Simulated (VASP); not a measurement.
# Ta (Im-3m) in VASP: single point with PBEsol

Aim: the single point of Ta with PBEsol.

Everything below comes from runs of VASP 6.6.1. Logs are shortened: lines on timing, memory, paths and dates and some standing lists are left out, and cuts for length are marked.

### 1 The cell of the first run

Symmetry: Im-3m, No. 229, cubic system. Conventional cell: a = 3.282 Å, b = 3.282 Å, c = 3.282 Å, α = 90.00°, β = 90.00°, γ = 90.00°. Ta (site symmetry m-3m) has 14 Ta at 2.84 to 3.28 Å within 3.7 Å.

### 2 Single point, PBEsol

File INCAR:

```
PREC = Accurate
ENCUT = 520
EDIFF = 1E-7
ISMEAR = -1
SIGMA = 0.05
LREAL = False
LASPH = True
NELM = 100
ALGO = Normal
ISIF = 2
LWAVE = False
LCHARG = False
GGA = PS
NBANDS = 18
```

File KPOINTS:

```
regular mesh
0
Gamma
  12 12 12
```

File POSCAR:

```
Ta
1.0
    3.2820482176      0.0000000000      0.0000000000
    0.0000000000      3.2820482176      0.0000000000
    0.0000000000      0.0000000000      3.2820482176
Ta
2
Direct
    0.0000000000      0.0000000000      0.0000000000
    0.5000000000      0.5000000000      0.5000000000
```

Potentials or basis: VASP PAW PBE potentials, release 64 (Ta_pv).

Started as:

```console
$ cat potpaw_PBE.64/Ta_pv/POTCAR > POTCAR
$ mpirun -np 1 vasp_std > vasp.out
```

OUTCAR:

```text
PREC = Accurate
   ENCUT = 520
   EDIFF = 1E-7
   ISMEAR = -1
   LREAL = False
   LASPH = True
   NELM = 100
   ISIF = 2
   GGA = PS

 ion  position               nearest neighbor table
   1  0.000  0.000  0.000-   2 2.84   2 2.84   2 2.84   2 2.84   2 2.84   2 2.84   2 2.84   2 2.84

   2  0.500  0.500  0.500-   1 2.84   1 2.84   1 2.84   1 2.84   1 2.84   1 2.84   1 2.84   1 2.84

  LATTYP: Found a simple cubic cell.
 ALAT       =     3.2820482176

  Lattice vectors:

 A1 = (   3.2820482176,   0.0000000000,   0.0000000000)
 A2 = (   0.0000000000,   3.2820482176,   0.0000000000)
 A3 = (   0.0000000000,   0.0000000000,   3.2820482176)

Analysis of symmetry for initial positions (statically):
=====================================================================
 Subroutine PRICEL returns following result:

  LATTYP: Found a body centered cubic cell.
 ALAT       =     3.2820482176

  Lattice vectors:

 A1 = (   1.6410241088,   1.6410241088,  -1.6410241088)
 A2 = (  -1.6410241088,   1.6410241088,   1.6410241088)
 A3 = (   1.6410241088,  -1.6410241088,   1.6410241088)

   2 primitive cells build up your supercell.

 Routine SETGRP: Setting up the symmetry group for a
 simple cubic supercell.

 Subroutine GETGRP returns: Found 48 space group operations
 (whereof 48 operations were pure point group operations)
 out of a pool of 48 trial point group operations.

The static configuration has the point symmetry O_h .

Analysis of symmetry for dynamics (positions and initial velocities):
=====================================================================
 Subroutine PRICEL returns following result:

  LATTYP: Found a body centered cubic cell.
 ALAT       =     3.2820482176

  Lattice vectors:

 A1 = (   1.6410241088,   1.6410241088,  -1.6410241088)
 A2 = (  -1.6410241088,   1.6410241088,   1.6410241088)
 A3 = (   1.6410241088,  -1.6410241088,   1.6410241088)

   2 primitive cells build up your supercell.

 Routine SETGRP: Setting up the symmetry group for a
 simple cubic supercell.

 Subroutine GETGRP returns: Found 48 space group operations
 (whereof 48 operations were pure point group operations)
 out of a pool of 48 trial point group operations.

The dynamic configuration has the point symmetry O_h .

 Subroutine INISYM returns: Found 48 space group operations
 (whereof 48 operations are pure point group operations),
 and found     2 'primitive' translations

----------------------------------------------------------------------------------------

                                     Primitive cell

  volume of cell :      17.6768

  direct lattice vectors                    reciprocal lattice vectors
     1.641024109  1.641024109 -1.641024109     0.304687784  0.304687784  0.000000000
    -1.641024109  1.641024109  1.641024109    -0.000000000  0.304687784  0.304687784
     1.641024109 -1.641024109  1.641024109     0.304687784  0.000000000  0.304687784

  length of vectors
     2.842337133  2.842337133  2.842337133     0.430893597  0.430893597  0.430893597

  position of ions in fractional coordinates (direct lattice)
     0.000000000  0.000000000  0.000000000

  ion indices of the primitive-cell ions
   primitive index   ion index
                 1           1

----------------------------------------------------------------------------------------

 KPOINTS: regular mesh

Automatic generation of k-mesh.
 Grid dimensions read from file:
 generate k-points for:   12   12   12

 Generating k-lattice:

  Cartesian coordinates                     Fractional coordinates (reciprocal lattice)
     0.025390649  0.000000000  0.000000000     0.083333333  0.000000000  0.000000000
     0.000000000  0.025390649  0.000000000     0.000000000  0.083333333  0.000000000
     0.000000000  0.000000000  0.025390649     0.000000000  0.000000000  0.083333333

  Length of vectors
     0.025390649  0.025390649  0.025390649

  Shift w.r.t. Gamma in fractional coordinates (k-lattice)
     0.000000000  0.000000000  0.000000000

 Subroutine IBZKPT returns following result:
 ===========================================

 Found     84 irreducible k-points:

 Following reciprocal coordinates:
            Coordinates               Weight
  0.000000  0.000000  0.000000      1.000000
  0.083333  0.000000  0.000000      6.000000
  0.166667  0.000000  0.000000      6.000000
  0.250000  0.000000  0.000000      6.000000
  0.333333  0.000000  0.000000      6.000000
  0.416667  0.000000  0.000000      6.000000
[... 16 lines left out ...]
  0.333333  0.333333  0.000000     12.000000
  0.416667  0.333333  0.000000     24.000000
 [... further k-points ...]
   k-points           NKPTS =     84   k-points in BZ     NKDIM =     84   number of bands    NBANDS=     18
   number of dos      NEDOS =    301   number of ions     NIONS =      2
   total plane-waves  NPLWV =  13824
   dimension x,y,z NGX =    24 NGY =   24 NGZ =   24
   dimension x,y,z NGXF=    48 NGYF=   48 NGZF=   48
   ions per type =               2
   NGX,Y,Z   is equivalent  to a cutoff of  12.16, 12.16, 12.16 a.u.
   NGXF,Y,Z  is equivalent  to a cutoff of  24.31, 24.31, 24.31 a.u.
 SYSTEM =  unknown system
   PREC   = accura    normal or accurate (medium, high low for compatibility)
   ISTART =      0    job   : 0-new  1-cont  2-samecut
   ICHARG =      2    charge: 1-file 2-atom 10-const
   ISPIN  =      1    spin polarized calculation?
   LNONCOLLINEAR =      F non collinear calculations
   LSORBIT =      F    spin-orbit coupling
   LASPH  =      T    aspherical Exc in radial PAW
   ENCUT  =  520.0 eV  38.22 Ry    6.18 a.u.   6.10  6.10  6.10*2*pi/ulx,y,z
   NELM   =    100;   NELMIN=  2; NELMDL= -5     # of ELM steps
   EDIFF  = 0.1E-06   stopping-criterion for ELM
   LREAL  =      F    real-space projection
   EDIFFG = 0.1E-05   stopping-criterion for IOM
   NSW    =      0    number of steps for IOM
   IBRION =     -1    ionic relax: 0-MD 1-quasi-New 2-CG
   NFREE  =      0    steps in history (QN), initial steepest desc. (CG)
   ISIF   =      2    stress and relaxation
   ISYM   =      2    0-nonsym 1-usesym 2-fastsym
   POTIM  = 0.5000    time-step for ionic-motion
   TEBEG  =    0.0;   TEEND  =   0.0 temperature during run
   PSTRESS=    0.0 pullay stress
   NELECT =      22.0000    total number of electrons
   NUPDOWN=      -1.0000    fix difference up-down
   EMIN   =  10.00;   EMAX   =-10.00  energy-range for DOS
   EFERMI =   0.00;   METHOD = LEGACY
   ISMEAR =    -1;   SIGMA  =   0.05  broadening in eV -4-tet -1-fermi 0-gaus
   EFERMI_NEDOS =   21; number of points for ismear=-14 and -15
   IALGO  =     38    algorithm
   IMIX   =      4    mixing-type and parameters
     AMIX     =   0.40;   BMIX     =  1.00
     AMIX_MAG =   1.60;   BMIX_MAG =  1.00
  volume/ion in A,a.u.               =      17.68       119.29
  Fermi-wavevector in a.u.,A,eV,Ry     =   1.397668  2.641210 26.578662  1.953477
  Thomas-Fermi vector in A             =   2.520902
   LORBIT       =      0    0 simple, 1 ext, 2 COOP (PROOUT), +10 PAW based schemes
   GGA     = PS    functional components
   LHFCALC =     F    Hartree Fock is set to
   AEXX    =    0.0000 exact exchange contribution
   IVDW    =     0    specifies the selected vdW correction
   LEPSILON=     F    determine dielectric tensor
   LRPA    =     F    only Hartree local field effects (RPA)
 non-spin polarized calculation
  energy-cutoff  :      520.00
  volume of cell :       35.35
 maximum number of plane-waves:       976
   NGX = 13   NGY = 13   NGZ = 13

 number of electron      22.0000013 magnetization

 Free energy of the ion-electron system (eV)
  ---------------------------------------------------
  ext. energy  EPLUGINS =         0.00000000
  ---------------------------------------------------
  free energy    TOTEN  =       -25.11225343 eV

  energy without entropy =      -25.09112486  energy(sigma->0) =      -25.10168914

 E-fermi :   5.4694     XC(G=0): -12.8242

 val. band max:        5.4606721821   @ k =   0.4167   0.4167   0.2500
 cond. band min:       5.4752104660   @ k =   0.4167   0.3333   0.0833
 fundamental gap:      0.0145382839
 Fermi energy:         5.4693607855

 k-point     1 :       0.0000    0.0000    0.0000
  band No.  band energies     occupation
      1     -28.3469      2.00000
      2     -28.3469      2.00000
      3     -28.3469      2.00000
      4     -27.4741      2.00000
      5     -27.4741      2.00000
      6     -27.4741      2.00000
[... 10 lines left out ...]
     17      12.4724      0.00000
     18      14.3072      0.00000

 k-point     2 :       0.0833    0.0000    0.0000
  band No.  band energies     occupation
      1     -28.3479      2.00000
      2     -28.3317      2.00000
      3     -28.3317      2.00000
      4     -27.5067      2.00000
      5     -27.4885      2.00000
      6     -27.4885      2.00000
[... 10 lines left out ...]
     17      12.3039      0.00000
     18      13.7785      0.00000

 k-point     3 :       0.1667    0.0000    0.0000
  band No.  band energies     occupation
      1     -28.3478      2.00000
      2     -28.2870      2.00000
      3     -28.2870      2.00000
      4     -27.5981      2.00000
      5     -27.5306      2.00000
      6     -27.5306      2.00000
[... 10 lines left out ...]
     17      11.8347      0.00000
     18      12.6242      0.00000

 k-point     4 :       0.2500    0.0000    0.0000
  band No.  band energies     occupation
      1     -28.3382      2.00000
      2     -28.2160      2.00000
      3     -28.2160      2.00000
      4     -27.7310      2.00000
      5     -27.5981      2.00000
      6     -27.5981      2.00000
[... 375 lines left out ...]
      4     -27.8912      2.00000
      5     -27.6206      2.00000
      6     -27.6206      2.00000
[... 10 lines left out ...]
     17      11.4438      0.00000
     18      11.4438      0.00000

 k-point    23 :       0.3333    0.3333    0.0000
  band No.  band energies     occupation
      1     -28.6363      2.00000
      2     -28.4364      2.00000
      3     -27.9998      2.00000
      4     -27.7805      2.00000
      5     -27.7104      2.00000
      6     -27.4805      2.00000
[... 10 lines left out ...]
     17      12.6134      0.00000
     18      13.2025      0.00000

 k-point    24 :       0.4167    0.3333    0.0000
  band No.  band energies     occupation
      1     -28.6568      2.00000
      2     -28.5542      2.00000
      3     -27.9432      2.00000
      4     -27.8296      2.00000
      5     -27.6176      2.00000
      6     -27.4978      2.00000
[... 10 lines left out ...]
     17      11.7415      0.00000
     18      13.0437      0.00000

 [... further k-points ...]

------------------------ aborting loop because EDIFF is reached ----------------------------------------

  FORCE on cell =-STRESS in cart. coord.  units (eV):
  Direction    XX          YY          ZZ          XY          YZ          ZX
  --------------------------------------------------------------------------------------
  -------------------------------------------------------------------------------------
  Total       -0.0359362     -0.0359362     -0.0359362     -0.0000000      0.0000000     -0.0000000
  in kB       -1.6285753     -1.6285753     -1.6285753     -0.0000000      0.0000000     -0.0000000
  external PRESSURE =      -1.6285753 kB  Pullay stress =       0.0000000 kB

 VOLUME and BASIS-vectors are now :
 -----------------------------------------------------------------------------
  energy-cutoff  :      520.00
  volume of cell :       35.35
      direct lattice vectors                 reciprocal lattice vectors
     3.282048218  0.000000000  0.000000000     0.304687784  0.000000000  0.000000000
     0.000000000  3.282048218  0.000000000     0.000000000  0.304687784  0.000000000
     0.000000000  0.000000000  3.282048218     0.000000000  0.000000000  0.304687784

 POSITION                                       TOTAL-FORCE (eV/Angst)
 -----------------------------------------------------------------------------------
      0.00000      0.00000      0.00000        -0.000000     -0.000000     -0.000000
      1.64102      1.64102      1.64102         0.000000      0.000000      0.000000
 -----------------------------------------------------------------------------------
    total drift:                                0.000000      0.000000     -0.000000

  FREE ENERGIE OF THE ION-ELECTRON SYSTEM (eV)
  ---------------------------------------------------
  free  energy   TOTEN  =       -25.1122534276 eV

  energy  without entropy=      -25.0911248572  energy(sigma->0) =      -25.10168914
```

Run time: 37 s. Hardware: 1 thread of Intel Xeon 8259CL, shared host; peak memory 0.17 GiB.

What came out:

* Free energy: -25.1123 eV
* Pressure: -0.2 GPa
* Band gap on the k mesh: zero (bands 11 and 12 overlap by 2.94 eV)

Caveat: the PAW data sets were made with another functional, which shifts forces and pressure a little; spin-orbit coupling is left out, which moves the levels of the heavy elements.
